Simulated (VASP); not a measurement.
The system is RbNa.

```
Rb Na
1.0
     3.66707    0.00000    0.00000
     0.00000    3.66707    0.00000
     0.00000    0.00000    4.80648
Rb Na
1 1
Direct
  0.50000 0.50000 0.50000
  0.00000 0.00000 0.00000
```

* Program: VASP 6.6.1
* Task: relaxation of cell and atoms
* Functional: PBE
* Potentials or basis: VASP PAW PBE potentials, release 64 (Rb_sv, Na_pv)
* Cutoff: 600 eV
* k mesh: 6 × 6 × 4
* Occupations: gaussian, width 0.1 eV
* Spin: no spin polarisation

At the start: pressure 8.1 GPa; volume 32.32 Å³/atom.

Question: Where does the relaxation end?

Answer: Over 10 steps the energy falls by 477.0 meV/atom and the volume is 61.79 Å³/atom (+91.2 %); space group P4/mmm (No. 123, to 0.05 Å).

The path:
```
step  energy change (eV)  largest force (eV/Å)  pressure (GPa)  volume (Å³)
   1              0.0000                0.0000            8.06        64.63
   2             -0.5772                0.0000            3.66        81.07
   3             -0.8919                0.0000            0.74       106.78
   4             -0.9207                0.0000            0.18       117.30
   5             -0.9233                0.0000            0.01       121.79
   6             -0.9232                0.0000           -0.03       123.19
   7             -0.9278                0.0000           -0.03       123.34
   8             -0.9395                0.0000           -0.07       123.67
   9             -0.9527                0.0000           -0.06       123.76
  10             -0.9540                0.0000           -0.04       123.58
```

Final structure:
```cif
data_structure
_symmetry_space_group_name_H-M 'P 1'
_symmetry_Int_Tables_number 1
_cell_length_a 4.8720
_cell_length_b 4.8720
_cell_length_c 5.2063
_cell_angle_alpha 90.000
_cell_angle_beta 90.000
_cell_angle_gamma 90.000
_cell_volume 123.58
loop_
_atom_site_label
_atom_site_type_symbol
_atom_site_fract_x
_atom_site_fract_y
_atom_site_fract_z
_atom_site_occupancy
Rb1 Rb 0.50000 0.50000 0.50000 1
Na1 Na 0.00000 0.00000 0.00000 1
```

Caveat: the volume moved by over 15 % at a fixed basis, so the end points are rough.
